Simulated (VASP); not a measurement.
# Au3C in VASP: a series of runs

The runs below take Au3C through single point, with PBE.

Everything below comes from runs of VASP 6.6.1. Logs are shortened: lines on timing, memory, paths and dates and some standing lists are left out, and cuts for length are marked.

### Step 1. The cell of the first run

The cell holds a slab with vacuum, 4 atoms: a = 2.940 Å, b = 2.940 Å, c = 21.897 Å, α = 90.00°, β = 90.00°, γ = 120.00°.

### Step 2. Single point, PBE

Input file INCAR:

```
PREC = Accurate
ENCUT = 520
EDIFF = 1E-7
ISMEAR = 0
SIGMA = 0.1
LREAL = F
LASPH = T
NELM = 100
ALGO = Normal
ISIF = 2
LWAVE = F
LCHARG = F
LDIPOL = T
IDIPOL = 3
DIPOL = 0.5 0.5 0.344
GGA = PE
NBANDS = 26
```

Input file KPOINTS:

```
regular mesh
0
Gamma
  9 9 1
```

Input file POSCAR:

```
Au3C
1.0
    2.9402049748      0.0000000000      0.0000000000
   -1.4701024874      2.5462922005      0.0000000000
    0.0000000000      0.0000000000     21.8974947720
Au C
3 1
Direct
    0.6666666667      0.3333333333      0.1826692981
    0.3333333333      0.6666666667      0.2945190844
    0.0000000000      0.0000000000      0.4063247812
    0.8888888889     -0.8888888889      0.4935493710
```

Potentials or basis: VASP PAW PBE potentials, release 64 (Au, C).

Launch:

```bash
cat potpaw_PBE.64/Au/POTCAR potpaw_PBE.64/C/POTCAR > POTCAR
mpirun -np 1 vasp_std > vasp.out
```

OUTCAR:

```text
PREC = Accurate
   ENCUT = 520
   EDIFF = 1E-7
   ISMEAR = 0
   LREAL = F
   LASPH = T
   NELM = 100
   ISIF = 2
   GGA = PE

 ion  position               nearest neighbor table
   1  0.667  0.333  0.183-   2 2.98   2 2.98   2 2.98
   2  0.333  0.667  0.295-   3 2.98   3 2.98   3 2.98   1 2.98   1 2.98   1 2.98
   3  0.000  0.000  0.406-   4 1.99   2 2.98   2 2.98   2 2.98
   4  0.889  0.111  0.494-   3 1.99

  LATTYP: Found a hexagonal cell.
 ALAT       =     2.9402049748
 C/A-ratio  =     7.4476082313

  Lattice vectors:

 A1 = (   2.9402049748,   0.0000000000,   0.0000000000)
 A2 = (  -1.4701024874,   2.5462922005,   0.0000000000)
 A3 = (   0.0000000000,   0.0000000000,  21.8974947720)

Analysis of symmetry for initial positions (statically):
=====================================================================
 Subroutine PRICEL returns:
 Original cell was already a primitive cell.

 Routine SETGRP: Setting up the symmetry group for a
 hexagonal supercell.

 Subroutine GETGRP returns: Found  2 space group operations
 (whereof  2 operations were pure point group operations)
 out of a pool of 24 trial point group operations.

The static configuration has the point symmetry C_1h.

Analysis of symmetry for dynamics (positions and initial velocities):
=====================================================================
 Subroutine PRICEL returns:
 Original cell was already a primitive cell.

 Routine SETGRP: Setting up the symmetry group for a
 hexagonal supercell.

 Subroutine GETGRP returns: Found  2 space group operations
 (whereof  2 operations were pure point group operations)
 out of a pool of 24 trial point group operations.

The dynamic configuration has the point symmetry C_1h.

 Subroutine INISYM returns: Found  2 space group operations
 (whereof  2 operations are pure point group operations),
 and found     1 'primitive' translations

----------------------------------------------------------------------------------------

                                     Primitive cell

  volume of cell :     163.9382

  direct lattice vectors                    reciprocal lattice vectors
     2.940204975  0.000000000  0.000000000     0.340112342  0.196363952  0.000000000
    -1.470102487  2.546292200  0.000000000     0.000000000  0.392727904  0.000000000
     0.000000000  0.000000000 21.897494772     0.000000000  0.000000000  0.045667325

  length of vectors
     2.940204975  2.940204975 21.897494772     0.392727904  0.392727904  0.045667325

  position of ions in fractional coordinates (direct lattice)
     0.666666667  0.333333333  0.182669298
     0.333333333  0.666666667  0.294519084
     0.000000000  0.000000000  0.406324781
     0.888888889  0.111111111  0.493549371

  ion indices of the primitive-cell ions
   primitive index   ion index
                 1           1
                 2           2
                 3           3
                 4           4

----------------------------------------------------------------------------------------

 KPOINTS: regular mesh

Automatic generation of k-mesh.
 Grid dimensions read from file:
 generate k-points for:    9    9    1

 Generating k-lattice:

  Cartesian coordinates                     Fractional coordinates (reciprocal lattice)
     0.037790260  0.021818217  0.000000000     0.111111111  0.000000000  0.000000000
     0.000000000  0.043636434  0.000000000     0.000000000  0.111111111  0.000000000
     0.000000000  0.000000000  0.045667325     0.000000000  0.000000000  1.000000000

  Length of vectors
     0.043636434  0.043636434  0.045667325

  Shift w.r.t. Gamma in fractional coordinates (k-lattice)
     0.000000000  0.000000000  0.000000000

 Subroutine IBZKPT returns following result:
 ===========================================

 Found     25 irreducible k-points:

 Following reciprocal coordinates:
            Coordinates               Weight
  0.000000  0.000000  0.000000      1.000000
  0.111111  0.000000  0.000000      4.000000
 -0.111111  0.111111  0.000000      2.000000
  0.222222 -0.000000  0.000000      4.000000
 -0.222222  0.222222  0.000000      2.000000
  0.333333 -0.000000  0.000000      4.000000
[... 16 lines left out ...]
 -0.222222 -0.444444  0.000000      4.000000
  0.444444  0.333333  0.000000      4.000000
   k-points           NKPTS =     25   k-points in BZ     NKDIM =     25   number of bands    NBANDS=     26
   number of dos      NEDOS =    301   number of ions     NIONS =      4
   total plane-waves  NPLWV =  96768
   dimension x,y,z NGX =    24 NGY =   24 NGZ =  168
   dimension x,y,z NGXF=    48 NGYF=   48 NGZF=  336
   ions per type =               3   1
   NGX,Y,Z   is equivalent  to a cutoff of  13.57, 13.57, 12.75 a.u.
   NGXF,Y,Z  is equivalent  to a cutoff of  27.14, 27.14, 25.51 a.u.
 SYSTEM =  unknown system
   PREC   = accura    normal or accurate (medium, high low for compatibility)
   ISTART =      0    job   : 0-new  1-cont  2-samecut
   ICHARG =      2    charge: 1-file 2-atom 10-const
   ISPIN  =      1    spin polarized calculation?
   LNONCOLLINEAR =      F non collinear calculations
   LSORBIT =      F    spin-orbit coupling
   LASPH  =      T    aspherical Exc in radial PAW
   ENCUT  =  520.0 eV  38.22 Ry    6.18 a.u.   5.47  5.47 40.71*2*pi/ulx,y,z
   NELM   =    100;   NELMIN=  2; NELMDL= -5     # of ELM steps
   EDIFF  = 0.1E-06   stopping-criterion for ELM
   LREAL  =      F    real-space projection
   EDIFFG = 0.1E-05   stopping-criterion for IOM
   NSW    =      0    number of steps for IOM
   IBRION =     -1    ionic relax: 0-MD 1-quasi-New 2-CG
   NFREE  =      0    steps in history (QN), initial steepest desc. (CG)
   ISIF   =      2    stress and relaxation
   ISYM   =      2    0-nonsym 1-usesym 2-fastsym
   POTIM  = 0.5000    time-step for ionic-motion
   TEBEG  =    0.0;   TEEND  =   0.0 temperature during run
   PSTRESS=    0.0 pullay stress
   NELECT =      37.0000    total number of electrons
   NUPDOWN=      -1.0000    fix difference up-down
   EMIN   =  10.00;   EMAX   =-10.00  energy-range for DOS
   EFERMI =   0.00;   METHOD = LEGACY
   ISMEAR =     0;   SIGMA  =   0.10  broadening in eV -4-tet -1-fermi 0-gaus
   EFERMI_NEDOS =   21; number of points for ismear=-14 and -15
   IALGO  =     38    algorithm
   IMIX   =      4    mixing-type and parameters
     AMIX     =   0.40;   BMIX     =  1.00
     AMIX_MAG =   1.60;   BMIX_MAG =  1.00
  volume/ion in A,a.u.               =      40.98       276.58
  Fermi-wavevector in a.u.,A,eV,Ry     =   0.996740  1.883566 13.517266  0.993491
  Thomas-Fermi vector in A             =   2.128849
   LORBIT       =      0    0 simple, 1 ext, 2 COOP (PROOUT), +10 PAW based schemes
   GGA     = PE    functional components
   LHFCALC =     F    Hartree Fock is set to
   AEXX    =    0.0000 exact exchange contribution
   IVDW    =     0    specifies the selected vdW correction
   LEPSILON=     F    determine dielectric tensor
   LRPA    =     F    only Hartree local field effects (RPA)
 non-spin polarized calculation
 Gauss-broadening in eV      SIGMA  =   0.10
  energy-cutoff  :      520.00
  volume of cell :      163.94
 maximum number of plane-waves:      4481
 NGX is ok and might be reduce to    24
   NGX = 11   NGY = 11   NGZ = 81

 dipolmoment           0.000000      0.000000     -0.098230 electrons x Angstroem

 number of electron      36.9999996 magnetization

 dipolmoment           0.000000      0.000000      0.052134 electrons x Angstroem

 Free energy of the ion-electron system (eV)
  ---------------------------------------------------
  ext. energy  EPLUGINS =         0.00000000
  ---------------------------------------------------
  free energy    TOTEN  =       -13.09606983 eV

  energy without entropy =      -13.09126907  energy(sigma->0) =      -13.09366945

 E-fermi :  -0.5233     XC(G=0):  -5.5464

 val. band max:       -0.6362900639   @ k =   0.0000   0.0000   0.0000
 cond. band min:      -0.5133652472   @ k =  -0.4444   0.4444   0.0000
 fundamental gap:      0.1229248166
 Fermi energy:        -0.5233331231

 k-point     1 :       0.0000    0.0000    0.0000
  band No.  band energies     occupation
      1     -12.2205      2.00000
      2      -8.8964      2.00000
      3      -7.9466      2.00000
      4      -7.0941      2.00000
      5      -5.5125      2.00000
      6      -5.4558      2.00000
[... 18 lines left out ...]
     25       5.9495      0.00000
     26       6.1577      0.00000

 k-point     2 :       0.1111    0.0000    0.0000
  band No.  band energies     occupation
      1     -12.0479      2.00000
      2      -8.5658      2.00000
      3      -7.6425      2.00000
      4      -6.7800      2.00000
      5      -5.6075      2.00000
      6      -5.5217      2.00000
[... 18 lines left out ...]
     25       6.1976      0.00000
     26       6.4449      0.00000

 k-point     3 :      -0.1111    0.1111    0.0000
  band No.  band energies     occupation
      1     -12.0478      2.00000
      2      -8.5698      2.00000
      3      -7.6375      2.00000
      4      -6.7802      2.00000
      5      -5.6854      2.00000
      6      -5.4756      2.00000
[... 18 lines left out ...]
     25       6.1921      0.00000
     26       6.4441      0.00000

 k-point     4 :       0.2222   -0.0000    0.0000
  band No.  band energies     occupation
      1     -11.5832      2.00000
      2      -7.7394      2.00000
      3      -7.0103      2.00000
      4      -6.1862      2.00000
      5      -5.8256      2.00000
      6      -5.7043      2.00000
[... 18 lines left out ...]
     25       6.9427      0.00000
     26       7.2936      0.00000
[... 496 lines left out ...]
      1     -10.3238      2.00000
      2      -6.7390      2.00000
      3      -6.3771      2.00000
      4      -6.0916      2.00000
      5      -5.6649      2.00000
      6      -5.4462      2.00000
[... 18 lines left out ...]
     25       5.7436      0.00000
     26       7.7399      0.00000

 k-point    23 :      -0.2222   -0.4444    0.0000
  band No.  band energies     occupation
      1     -10.3403      2.00000
      2      -6.7134      2.00000
      3      -6.3926      2.00000
      4      -6.0384      2.00000
      5      -5.6176      2.00000
      6      -5.5253      2.00000
[... 18 lines left out ...]
     25       6.0677      0.00000
     26       7.3597      0.00000

 k-point    24 :       0.4444    0.3333    0.0000
  band No.  band energies     occupation
      1     -10.3587      2.00000
      2      -6.7024      2.00000
      3      -6.2834      2.00000
      4      -5.9845      2.00000
      5      -5.7802      2.00000
      6      -5.5060      2.00000
[... 18 lines left out ...]
     25       5.9038      0.00000
     26       7.5820      0.00000

 [... further k-points ...]

------------------------ aborting loop because EDIFF is reached ----------------------------------------

 vacuum level on the upper side and lower side of the slab       (xc-potential included)         0.470        -0.761

  FORCE on cell =-STRESS in cart. coord.  units (eV):
  Direction    XX          YY          ZZ          XY          YZ          ZX
  --------------------------------------------------------------------------------------
  -------------------------------------------------------------------------------------
  Total       -3.0642069     -2.9401201     -0.4607978      0.1074623     -0.3754474      0.6502962
  in kB      -29.9466597    -28.7339532     -4.5034013      1.0502346     -3.6692675      6.3553796
  external PRESSURE =     -21.0613381 kB  Pullay stress =       0.0000000 kB

 VOLUME and BASIS-vectors are now :
 -----------------------------------------------------------------------------
  energy-cutoff  :      520.00
  volume of cell :      163.94
      direct lattice vectors                 reciprocal lattice vectors
     2.940204975  0.000000000  0.000000000     0.340112342  0.196363952  0.000000000
    -1.470102487  2.546292200  0.000000000     0.000000000  0.392727904  0.000000000
     0.000000000  0.000000000 21.897494772     0.000000000  0.000000000  0.045667325

 POSITION                                       TOTAL-FORCE (eV/Angst)
 -----------------------------------------------------------------------------------
      1.47010      0.84876      4.00000        -0.004413      0.002548      0.085218
     -0.00000      1.69753      6.44923        -0.002152      0.001243     -0.096019
      0.00000      0.00000      8.89749        -0.319791      0.184631      0.135666
      2.45017      0.28292     10.80749         0.326355     -0.188421     -0.124866
 -----------------------------------------------------------------------------------
    total drift:                               -0.000064      0.000037      0.000108

  FREE ENERGIE OF THE ION-ELECTRON SYSTEM (eV)
  ---------------------------------------------------
  free  energy   TOTEN  =       -13.0960698288 eV

  energy  without entropy=      -13.0912690674  energy(sigma->0) =      -13.09366945

 vacuum level on the upper side and lower side of the slab         5.852         4.593
```

It took 2.8 min on 1 thread of Intel Xeon Platinum 8259CL at 2.50GHz (Skylake/Cascade Lake), shared host; peak memory 0.34 GiB.

Results:

```
Free energy   : -13.0961 eV
Largest force : 0.397 eV/Å
```

Forces in eV/Å, atoms in the order of the input:
```
Au  -0.004  0.003  0.085
Au  -0.002  0.001 -0.096
Au  -0.320  0.185  0.136
C    0.326 -0.188 -0.125
```

Levels at points of the mesh, in eV from the Fermi level:
```
           k point  band 16  band 17  band 18  band 19  band 20  band 21  band 22  band 23
(0.00, 0.00, 0.00)    -2.69    -2.16    -1.96    -1.95    -0.11     2.34     2.50     4.53
```

Caveat: spin-orbit coupling is left out, which moves the levels of the heavy elements.

(Part 1 of 2 ends here.)
